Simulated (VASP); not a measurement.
A run of VASP 6.6.1 is set up as follows.

File INCAR:

```
ALGO = Normal
EDIFF = 1E-6
ENCUT = 520
GGA = PE
ISIF = 2
ISMEAR = 0
LASPH = True
LCHARG = False
LREAL = False
LWAVE = False
NBANDS = 34
NELM = 60
PREC = Accurate
SIGMA = 0.15
```

The input KPOINTS:

```
k-points
0
Gamma
  12 12 6
```

File POSCAR:

```
InSe2
1.0
    3.8873932726      0.0000000000      0.0000000000
    0.0000000000      3.8873932726      0.0000000000
    0.0000000000      0.0000000000      8.9539321634
In Se
2 4
Direct
    0.0000000000      0.5000000000      0.7035851637
    0.5000000000      0.0000000000      0.2964148363
    0.0000000000      0.5000000000      0.3657877574
    0.5000000000      0.0000000000      0.6342122426
    0.0000000000      0.0000000000      0.0000000000
    0.5000000000      0.5000000000      0.0000000000
```

Potentials or basis: VASP PAW PBE potentials, release 64 (In_d, Se).

Command:

```sh
$ cat potpaw_PBE.64/In_d/POTCAR potpaw_PBE.64/Se/POTCAR > POTCAR
$ mpirun -np 1 vasp_std > vasp.out
```

Problem. What does it give for the pressure?

Solution. 3.1 GPa.

Problem. Estimate the band gap on the k mesh.

Solution. Zero (band 25 reaches 6.54 eV, above the bottom of band 26 at 4.37 eV).

Forces in eV/Å, atoms in the order of the input:
```
In   0.000  0.000 -0.130
In   0.000  0.000  0.130
Se   0.000  0.000  0.043
Se   0.000  0.000 -0.043
Se   0.000  0.000  0.000
Se   0.000  0.000  0.000
```

Caveat: the cell differs from its parent crystal (strain +0.000 along x and y, -0.080 along z); spin-orbit coupling is left out, which moves the levels of the heavy elements.
